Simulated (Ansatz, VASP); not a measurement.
Si7B in VASP and in Ansatz

```
Si B
1.0
     5.26355    0.00000    0.00000
     0.00000    5.26355    0.00000
     0.00000    0.00000    5.26355
Si B
7 1
Direct
  0.77328 0.77328 0.22672
  0.77328 0.22672 0.77328
  0.22672 0.77328 0.77328
  0.22672 0.22672 0.22672
  0.00000 0.50000 0.50000
  0.50000 0.00000 0.50000
  0.50000 0.50000 0.00000
  0.00000 0.00000 0.00000
```

Change from the starting cell: built by hand: B-substituted diamond Si, simple-cubic order (P-43m, No. 215).

Alike in both runs: functional PBE; k mesh 3 × 3 × 3; occupations gaussian, width 0.2 eV; no spin polarisation.

Ansatz relaxed the structure, and its values are those at the end. VASP's run is a single point on that final structure, the one shown.

|  | VASP | Ansatz |
| --- | --- | --- |
| version | VASP 6.6.1 | Ansatz 0.2.0 |
| potentials or method | VASP PAW PBE potentials, release 64 (Si, B), cutoff 500 eV | scalar-relativistic, plane waves, PAW |
| valence electrons in the cell | 31 | 31 |

```tsv
	VASP	Ansatz	Ansatz less VASP
gap on the k mesh at the Fermi level (eV)	none	none	-
pressure (GPa)	0.1	0.1	+0.07
rms of the force components (eV/Å)	0.023	0.018	-0.0043
```

A gap of «none» marks a metal or a gap that the smearing closes.

The k mesh is coarse, so the values compare programs but aren't converged.
